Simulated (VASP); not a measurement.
# SnSe (Fm-3m) in VASP: further runs, part 3 of 3

VASP 6.6.1. The steps go on from the part before.

### 4 Relaxation of the atoms, PBE (26.73 Å³/atom)

This run uses another cell than the first one, of 26.73 Å³/atom.

Input file INCAR:

```
SYSTEM = SnSe
ALGO = Normal
EDIFF = 1E-7
EDIFFG = -0.02
ENCUT = 450
GGA = PE
GGA_COMPAT = .False.
IBRION = 2
ISIF = 2
ISMEAR = -1
LASPH = .True.
LCHARG = .False.
LREAL = .False.
LWAVE = .False.
NELM = 120
NELMIN = 4
NSW = 80
PREC = Accurate
SIGMA = 0.02
```

Input file KPOINTS:

```
k-points
0
Gamma
  13 13 13
  0 0 0
```

Input file POSCAR:

```
SnSe
1.0
    0.0000000000      2.9897980490      2.9897980490
    2.9897980490      0.0000000000      2.9897980490
    2.9897980490      2.9897980490      0.0000000000
Sn Se
1 1
Direct
    0.0000000000      0.0000000000      0.0000000000
    0.5000000000      0.5000000000      0.5000000000
```

Potentials or basis: VASP PAW PBE potentials, release 64 (Sn_d, Se).

Started as:

```
$ cat potpaw_PBE.64/Sn_d/POTCAR potpaw_PBE.64/Se/POTCAR > POTCAR
$ mpirun -np 1 vasp_std > vasp.out
```

OUTCAR:

```text
SYSTEM = SnSe
   EDIFF = 1E-7
   EDIFFG = -0.02
   ENCUT = 450
   GGA = PE
   IBRION = 2
   ISIF = 2
   ISMEAR = -1
   LASPH = .True.
   LREAL = .False.
   NELM = 120
   NELMIN = 4
   NSW = 80
   PREC = Accurate

 ion  position               nearest neighbor table
   1  0.000  0.000  0.000-   2 2.99   2 2.99   2 2.99   2 2.99   2 2.99   2 2.99
   2  0.500  0.500  0.500-   1 2.99   1 2.99   1 2.99   1 2.99   1 2.99   1 2.99

  LATTYP: Found a face centered cubic cell.
 ALAT       =     5.9795960980

  Lattice vectors:

 A1 = (   0.0000000000,   2.9897980490,   2.9897980490)
 A2 = (   2.9897980490,   0.0000000000,   2.9897980490)
 A3 = (   2.9897980490,   2.9897980490,   0.0000000000)

Analysis of symmetry for initial positions (statically):
=====================================================================
 Subroutine PRICEL returns:
 Original cell was already a primitive cell.

 Routine SETGRP: Setting up the symmetry group for a
 face centered cubic supercell.

 Subroutine GETGRP returns: Found 48 space group operations
 (whereof 48 operations were pure point group operations)
 out of a pool of 48 trial point group operations.

The static configuration has the point symmetry O_h .

Analysis of symmetry for dynamics (positions and initial velocities):
=====================================================================
 Subroutine PRICEL returns:
 Original cell was already a primitive cell.

 Routine SETGRP: Setting up the symmetry group for a
 face centered cubic supercell.

 Subroutine GETGRP returns: Found 48 space group operations
 (whereof 48 operations were pure point group operations)
 out of a pool of 48 trial point group operations.

The dynamic configuration has the point symmetry O_h .

 Subroutine INISYM returns: Found 48 space group operations
 (whereof 48 operations are pure point group operations),
 and found     1 'primitive' translations

----------------------------------------------------------------------------------------

                                     Primitive cell

  volume of cell :      53.4510

  direct lattice vectors                    reciprocal lattice vectors
     0.000000000  2.989798049  2.989798049    -0.167235376  0.167235376  0.167235376
     2.989798049  0.000000000  2.989798049     0.167235376 -0.167235376  0.167235376
     2.989798049  2.989798049  0.000000000     0.167235376  0.167235376 -0.167235376

  length of vectors
     4.228212950  4.228212950  4.228212950     0.289660168  0.289660168  0.289660168

  position of ions in fractional coordinates (direct lattice)
     0.000000000  0.000000000  0.000000000
     0.500000000  0.500000000  0.500000000

  ion indices of the primitive-cell ions
   primitive index   ion index
                 1           1
                 2           2

----------------------------------------------------------------------------------------

 KPOINTS: k-points

Automatic generation of k-mesh.
 Grid dimensions read from file:
 generate k-points for:   13   13   13

 Generating k-lattice:

  Cartesian coordinates                     Fractional coordinates (reciprocal lattice)
    -0.012864260  0.012864260  0.012864260     0.076923077  0.000000000  0.000000000
     0.012864260 -0.012864260  0.012864260     0.000000000  0.076923077  0.000000000
     0.012864260  0.012864260 -0.012864260     0.000000000  0.000000000  0.076923077

  Length of vectors
     0.022281551  0.022281551  0.022281551

  Shift w.r.t. Gamma in fractional coordinates (k-lattice)
     0.000000000  0.000000000  0.000000000

 Subroutine IBZKPT returns following result:
 ===========================================

 Found     84 irreducible k-points:

 Following reciprocal coordinates:
            Coordinates               Weight
  0.000000  0.000000  0.000000      1.000000
  0.076923  0.000000  0.000000      8.000000
  0.153846  0.000000  0.000000      8.000000
  0.230769  0.000000  0.000000      8.000000
  0.307692  0.000000  0.000000      8.000000
  0.384615  0.000000  0.000000      8.000000
[... 16 lines left out ...]
  0.384615  0.153846  0.000000     24.000000
  0.461538  0.153846  0.000000     24.000000
 [... further k-points ...]
   k-points           NKPTS =     84   k-points in BZ     NKDIM =     84   number of bands    NBANDS=     14
   number of dos      NEDOS =    301   number of ions     NIONS =      2
   total plane-waves  NPLWV =  27000
   dimension x,y,z NGX =    30 NGY =   30 NGZ =   30
   dimension x,y,z NGXF=    60 NGYF=   60 NGZF=   60
   ions per type =               1   1
   NGX,Y,Z   is equivalent  to a cutoff of  11.80, 11.80, 11.80 a.u.
   NGXF,Y,Z  is equivalent  to a cutoff of  23.59, 23.59, 23.59 a.u.
 SYSTEM =  SnSe
   PREC   = accura    normal or accurate (medium, high low for compatibility)
   ISTART =      0    job   : 0-new  1-cont  2-samecut
   ICHARG =      2    charge: 1-file 2-atom 10-const
   ISPIN  =      1    spin polarized calculation?
   LNONCOLLINEAR =      F non collinear calculations
   LSORBIT =      F    spin-orbit coupling
   LASPH  =      T    aspherical Exc in radial PAW
   ENCUT  =  450.0 eV  33.07 Ry    5.75 a.u.   7.31  7.31  7.31*2*pi/ulx,y,z
   NELM   =    120;   NELMIN=  4; NELMDL= -5     # of ELM steps
   EDIFF  = 0.1E-06   stopping-criterion for ELM
   LREAL  =      F    real-space projection
   EDIFFG = -.2E-01   stopping-criterion for IOM
   NSW    =     80    number of steps for IOM
   IBRION =      2    ionic relax: 0-MD 1-quasi-New 2-CG
   NFREE  =      1    steps in history (QN), initial steepest desc. (CG)
   ISIF   =      2    stress and relaxation
   ISYM   =      2    0-nonsym 1-usesym 2-fastsym
   POTIM  = 0.5000    time-step for ionic-motion
   TEBEG  =    0.0;   TEEND  =   0.0 temperature during run
   PSTRESS=    0.0 pullay stress
   NELECT =      20.0000    total number of electrons
   NUPDOWN=      -1.0000    fix difference up-down
   EMIN   =  10.00;   EMAX   =-10.00  energy-range for DOS
   EFERMI =   0.00;   METHOD = LEGACY
   ISMEAR =    -1;   SIGMA  =   0.02  broadening in eV -4-tet -1-fermi 0-gaus
   EFERMI_NEDOS =   21; number of points for ismear=-14 and -15
   IALGO  =     38    algorithm
   IMIX   =      4    mixing-type and parameters
     AMIX     =   0.40;   BMIX     =  1.00
     AMIX_MAG =   1.60;   BMIX_MAG =  1.00
  volume/ion in A,a.u.               =      26.73       180.35
  Fermi-wavevector in a.u.,A,eV,Ry     =   1.179686  2.229283 18.934661  1.391658
  Thomas-Fermi vector in A             =   2.315992
   LORBIT       =      0    0 simple, 1 ext, 2 COOP (PROOUT), +10 PAW based schemes
   GGA     = PE    functional components
   LHFCALC =     F    Hartree Fock is set to
   AEXX    =    0.0000 exact exchange contribution
   IVDW    =     0    specifies the selected vdW correction
   LEPSILON=     F    determine dielectric tensor
   LRPA    =     F    only Hartree local field effects (RPA)
 conjugate gradient relaxation of ions
 non-spin polarized calculation
  energy-cutoff  :      450.00
  volume of cell :       53.45
 maximum number of plane-waves:      1185
 NGX is ok and might be reduce to    30
   NGX = 15   NGY = 15   NGZ = 15

 number of electron      19.9999995 magnetization

 Free energy of the ion-electron system (eV)
  ---------------------------------------------------
  ext. energy  EPLUGINS =         0.00000000
  ---------------------------------------------------
  free energy    TOTEN  =        -8.19976047 eV

  energy without entropy =       -8.19975958  energy(sigma->0) =       -8.19976003

 E-fermi :   6.0287     XC(G=0):  -9.6890

 val. band max:        5.8436224411   @ k =  -0.3846   0.0769   0.0000
 cond. band min:       6.2256592319   @ k =  -0.3846   0.0769   0.0000
 fundamental gap:      0.3820367908
 Fermi energy:         6.0286753092

 k-point     1 :       0.0000    0.0000    0.0000
  band No.  band energies     occupation
      1     -15.7851      2.00000
      2     -15.7851      2.00000
      3     -15.7851      2.00000
      4     -15.7835      2.00000
      5     -15.7835      2.00000
      6      -8.1850      2.00000
      7       0.8177      2.00000
      8       3.5714      2.00000
      9       3.5714      2.00000
     10       3.5714      2.00000
     11      10.2096      0.00000
     12      10.2096      0.00000
     13      10.2096      0.00000
     14      11.6572      0.00000
[... 377 lines left out ...]
      1     -15.7964      2.00000
      2     -15.7877      2.00000
      3     -15.7824      2.00000
      4     -15.7740      2.00000
      5     -15.7701      2.00000
      6      -7.2110      2.00000
      7      -1.9168      2.00000
      8       2.7649      2.00000
      9       3.1679      2.00000
     10       4.5752      2.00000
     11       7.3717      0.00000
     12       8.2522      0.00000
     13       9.0017      0.00000
     14      12.0761      0.00000

 [... further k-points ...]
[... 5 lines left out ...]
  --------------------------------------------------------------------------------------
  -------------------------------------------------------------------------------------
  Total        0.7397567      0.7397567      0.7397567      0.0000000      0.0000000     -0.0000000
  in kB       22.1739946     22.1739946     22.1739946      0.0000000      0.0000000     -0.0000000
  external PRESSURE =      22.1739946 kB  Pullay stress =       0.0000000 kB

 VOLUME and BASIS-vectors are now :
 -----------------------------------------------------------------------------
  energy-cutoff  :      450.00
  volume of cell :       53.45
      direct lattice vectors                 reciprocal lattice vectors
     0.000000000  2.989798049  2.989798049    -0.167235376  0.167235376  0.167235376
     2.989798049  0.000000000  2.989798049     0.167235376 -0.167235376  0.167235376
     2.989798049  2.989798049  0.000000000     0.167235376  0.167235376 -0.167235376

 POSITION                                       TOTAL-FORCE (eV/Angst)
 -----------------------------------------------------------------------------------
      0.00000      0.00000      0.00000        -0.000000      0.000000     -0.000000
      2.98980      2.98980      2.98980         0.000000     -0.000000      0.000000
 -----------------------------------------------------------------------------------
    total drift:                               -0.000000      0.000000      0.000000

  FREE ENERGIE OF THE ION-ELECTRON SYSTEM (eV)
  ---------------------------------------------------
  free  energy   TOTEN  =        -8.1997604745 eV

  energy  without entropy=       -8.1997595798  energy(sigma->0) =       -8.19976003

 reached required accuracy - stopping structural energy minimisation
```

OSZICAR:

```text
N       E                     dE             d eps       ncg     rms          rms(c)
DAV:   1     0.124761489901E+03    0.12476E+03   -0.93347E+03  2382   0.161E+03
DAV:   2     0.311313736197E+01   -0.12165E+03   -0.11920E+03  2532   0.369E+02
DAV:   3    -0.809683756472E+01   -0.11210E+02   -0.11076E+02  3036   0.102E+02
DAV:   4    -0.836662748601E+01   -0.26979E+00   -0.26962E+00  2526   0.175E+01
DAV:   5    -0.837469413821E+01   -0.80667E-02   -0.80665E-02  3332   0.298E+00    0.315E+00
DAV:   6    -0.819918510923E+01    0.17551E+00   -0.45343E-01  3212   0.459E+00    0.191E+00
DAV:   7    -0.819767314312E+01    0.15120E-02   -0.82760E-02  2614   0.151E+00    0.912E-01
DAV:   8    -0.819972692649E+01   -0.20538E-02   -0.79556E-03  2622   0.976E-01    0.902E-02
DAV:   9    -0.819968646646E+01    0.40460E-04   -0.10033E-03  3236   0.323E-01    0.559E-02
DAV:  10    -0.819975406621E+01   -0.67600E-04   -0.15261E-04  2544   0.949E-02    0.152E-02
DAV:  11    -0.819976031002E+01   -0.62438E-05   -0.28512E-05  2862   0.564E-02    0.293E-03
DAV:  12    -0.819976067938E+01   -0.36936E-06   -0.22538E-06  2856   0.157E-02    0.220E-03
DAV:  13    -0.819976045681E+01    0.22257E-06   -0.23524E-07  2634   0.398E-03    0.130E-03
DAV:  14    -0.819976047450E+01   -0.17696E-07   -0.37734E-08  1374   0.256E-03
   1 F= -.81997605E+01 E0= -.81997600E+01  d E =-.819976E+01
```

Wall time 82 s (1 thread of Intel Xeon 8259CL, shared host); peak memory 0.21 GiB.

Results:

```
Free energy             : -8.1998 eV
Pressure after relaxing : 2.2 GPa
```

Final structure:
```yaml
crystal:
  lattice:
    - [0.00000, 2.98980, 2.98980]
    - [2.98980, 0.00000, 2.98980]
    - [2.98980, 2.98980, 0.00000]
  atoms:
    - { symbol: Sn, position: [0.00000, 0.00000, 0.00000] }
    - { symbol: Se, position: [0.50000, 0.50000, 0.50000] }
```

Caveat: the relaxation stopped at its first step, so nothing moved; this odd mesh misses L, so gap, dielectric constants and Born charges aren't listed; spin-orbit coupling is left out, which moves the levels of the heavy elements.

### 5 Relaxation of the atoms, PBE

This run uses another cell than the first one, of 27.27 Å³/atom.

Input file INCAR:

```
  PREC = Accurate
  ENCUT = 450
  EDIFF = 1E-7
  ISMEAR = -1
  SIGMA = 0.02
  LREAL = False
  LASPH = True
  NELM = 120
  ALGO = Normal
  ISIF = 2
  LWAVE = False
  LCHARG = False
  GGA = PE
  IBRION = 2
  NSW = 80
  EDIFFG = -0.02
  GGA_COMPAT = False
  NELMIN = 4
```

Input file KPOINTS:

```
Automatic mesh
0
Gamma
  13 13 13
```

Input file POSCAR:

```
SnSe
1.0
    0.0000000000      3.0100000000      3.0100000000
    3.0100000000      0.0000000000      3.0100000000
    3.0100000000      3.0100000000      0.0000000000
Sn Se
1 1
Direct
    0.0000000000      0.0000000000      0.0000000000
    0.5000000000      0.5000000000      0.5000000000
```

Started as:

```
$ cat potpaw_PBE.64/Sn_d/POTCAR potpaw_PBE.64/Se/POTCAR > POTCAR
$ mpirun -np 1 vasp_std > vasp.out
```

Wall time 93 s (1 thread of Intel Xeon 8259CL, shared host); peak memory 0.21 GiB.

The run converged. Its results:

```
Free energy             : -8.2111 eV
Pressure after relaxing : 1.1 GPa
```

Final structure:
```cif
data_structure
_symmetry_space_group_name_H-M 'P 1'
_symmetry_Int_Tables_number 1
_cell_length_a 4.2568
_cell_length_b 4.2568
_cell_length_c 4.2568
_cell_angle_alpha 60.000
_cell_angle_beta 60.000
_cell_angle_gamma 60.000
_cell_volume 54.54
loop_
_atom_site_label
_atom_site_type_symbol
_atom_site_fract_x
_atom_site_fract_y
_atom_site_fract_z
_atom_site_occupancy
Sn1 Sn 0.00000 0.00000 0.00000 1
Se1 Se 0.50000 0.50000 0.50000 1
```

Levels at points of the mesh, in eV from the Fermi level:
| k point | band 8 | band 9 | band 10 | band 11 | band 12 | band 13 |
| --- | --- | --- | --- | --- | --- | --- |
| (0.00, 0.00, 0.00) | -2.38 | -2.38 | -2.38 | 4.12 | 4.12 | 4.12 |

Caveat: the relaxation stopped at its first step, so nothing moved; this odd mesh misses L, so gap, dielectric constants and Born charges aren't listed; spin-orbit coupling is left out, which moves the levels of the heavy elements.

### 6 Summary

```csv
cell,pressure (GPa)
"atoms relaxed from a = 4.285 Å, angles 60.0°, 2 atoms",0.1
"atoms relaxed from a = 4.313 Å, angles 60.0°, 2 atoms",-0.8
"atoms relaxed from a = 4.228 Å, angles 60.0°, 2 atoms",2.2
"atoms relaxed from a = 4.257 Å, angles 60.0°, 2 atoms",1.1
```

Alike in all rows: task relaxation of the atoms; level PBE; potentials or basis VASP PAW PBE potentials, release 64 (Sn_d, Se); no spin polarisation; k mesh 13 × 13 × 13; cutoff (eV) 450; smearing fermi-dirac 0.02 eV.

Caveats: the relaxation stopped at its first step, so nothing moved; spin-orbit coupling is left out, which moves the levels of the heavy elements.

Absolute energies hang on the potentials; compare differences alone.
